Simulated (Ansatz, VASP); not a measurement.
One calculation of GeCl3, two programs

```
Ge Cl
1.0
    -2.91865    2.91865    3.21666
     2.91865   -2.91865    3.21666
     2.91865    2.91865   -3.21666
Ge Cl
1 3
Direct
  0.50000 0.50000 0.00000
  0.75000 0.25000 0.50000
  0.25000 0.75000 0.50000
  0.00000 0.00000 0.00000
```

Alike in both runs: task single point; functional PBE; k mesh 4 × 4 × 4; occupations gaussian, width 0.1 eV; no spin polarisation.

|  | VASP | Ansatz |
| --- | --- | --- |
| version | VASP 6.6.1 | Ansatz 0.2.0 |
| potentials or method | VASP PAW PBE potentials, release 64 (Ge_d, Cl), cutoff 520 eV | scalar-relativistic, plane waves, PAW |
| valence electrons in the cell | 35 | 35 |

|  | VASP | Ansatz | Ansatz less VASP |
| --- | --- | --- | --- |
| gap on the k mesh at the Fermi level (eV) | none | none | - |
| pressure (GPa) | -5.9 | -5.6 | +0.27 |
| traceless stress, the component that is largest in VASP (GPa) | -2.13 | -2.13 | +0.005 |

A gap of «none» marks a metal or a gap that the smearing closes.

The k mesh is coarse, so the values compare programs but aren't converged.
